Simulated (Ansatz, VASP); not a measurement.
## In: VASP beside Ansatz

POSCAR

```
In
1.0
   -1.9194468732      1.9194468732      1.9194468732
    1.9194468732     -1.9194468732      1.9194468732
    1.9194468732      1.9194468732     -1.9194468732
In
1
Direct
    0.0000000000      0.0000000000      0.0000000000
```

File INCAR.step1:

```
PREC = Accurate
ENCUT = 520
EDIFF = 1E-5
ISMEAR = -1
SIGMA = 0.05
LREAL = False
LASPH = True
NELM = 60
ALGO = Normal
ISIF = 2
LWAVE = True
LCHARG = False
GGA = PE
NBANDS = 12
```

Contents of INCAR.step2:

```
PREC = Accurate
ENCUT = 520
EDIFF = 1E-6
ISMEAR = -1
SIGMA = 0.05
LREAL = False
LASPH = True
NELM = 60
ALGO = Normal
ISIF = 2
LWAVE = False
LCHARG = False
GGA = PE
LHFCALC = True
HFSCREEN = 0.2079
PRECFOCK = Normal
ISTART = 1
NBANDS = 12
```

KPOINTS

```
regular mesh
0
Gamma
  6 6 6
```

Contents of input:

```
crystal:
  lattice:
    - [-1.9194468732, 1.9194468732, 1.9194468732]
    - [1.9194468732, -1.9194468732, 1.9194468732]
    - [1.9194468732, 1.9194468732, -1.9194468732]
  atoms:
    - { symbol: In, position: [0.0, 0.0, 0.0] }
hamiltonian:
  xc: hse06
  pseudopotentials: { kind: paw }
kpoints:
  mp_grid: { grid: [6, 6, 6] }
scf:
  occupations: { method: fermi_dirac, width: 0.05 }
output:
  forces: true
  stress: true
  eigenvalues: true
```

Alike in both runs: task single point; functional HSE06; k mesh 6 × 6 × 6; occupations fermi-dirac, width 0.05 eV; no spin polarisation.

|  | VASP | Ansatz |
| --- | --- | --- |
| version | VASP 6.6.1 | Ansatz 0.2.0 |
| potentials or method | VASP PAW PBE potentials, release 64 (In_d) | Ansatz PAW |
| plane-wave cutoff (eV) | 520 | 420 |
| valence electrons in the cell | 13 | 13 |

```csv
,VASP,Ansatz,Ansatz less VASP
gap on the k mesh at the Fermi level (eV),none,none,-
pressure (GPa),-3.1,-2.5,+0.60
```

A gap of «none» marks a metal or a gap that the smearing closes.

The k mesh is coarse, so the values compare programs but aren't converged.
